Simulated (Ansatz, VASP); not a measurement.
NaH in VASP and in Ansatz

```
Na H
1.0
     0.00000    2.45616    2.45616
     2.45616    0.00000    2.45616
     2.45616    2.45616    0.00000
Na H
1 1
Direct
  0.00000 0.00000 0.00000
  0.50000 0.50000 0.50000
```

Change from the starting cell: volume scaled by 1.02, PAW files.

Alike in both runs: task electric field gradients; functional PBE; k mesh 9 × 9 × 9; occupations fermi-dirac, width 0.02 eV; no spin polarisation.

|  | VASP | Ansatz |
| --- | --- | --- |
| version | VASP 6.6.1 | Ansatz 0.2.0 |
| potentials or method | VASP PAW PBE potentials, release 64 (Na_pv, H) | PAW with Ansatz's default frozen-core files, scalar-relativistic |
| plane-wave cutoff (eV) | 520 | 420 |
| valence electrons in the cell | 8 | 10 |

Ansatz gave:

| Item | Value |
| --- | --- |
| gap on the k mesh at the Fermi level (eV) | 3.97 |
| pressure (GPa) | -1.0 |

**Question.** What did VASP give for the same quantities?

**Answer.** gap on the k mesh at the Fermi level (eV): 3.97; pressure (GPa): -1.1.

VASP's potentials hold 8 valence electrons a cell and Ansatz's 10, so a difference there can come from the potentials and not from the codes.
